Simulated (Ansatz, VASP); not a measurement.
## Nb: VASP beside Ansatz

```
CELL_PARAMETERS angstrom
-1.66395 1.66395 1.66395
1.66395 -1.66395 1.66395
1.66395 1.66395 -1.66395
ATOMIC_POSITIONS crystal
Nb 0.00000 0.00000 0.00000
```

Alike in both runs: task single point; functional r2SCAN; k mesh 10 × 10 × 10; occupations fermi-dirac, width 0.003 eV; no spin polarisation.

|  | VASP | Ansatz |
| --- | --- | --- |
| version | VASP 6.6.1 | Ansatz 0.2.0 |
| potentials or method | VASP PAW PBE potentials, release 64 (Nb_sv), cutoff 550 eV | PAW, plane waves, scalar-relativistic |
| valence electrons in the cell | 13 | 13 |

|  | VASP | Ansatz | Ansatz less VASP |
| --- | --- | --- | --- |
| pressure (GPa) | -3.9 | -3.8 | +0.14 |

VASP's potentials were made for PBE, not for r2SCAN.
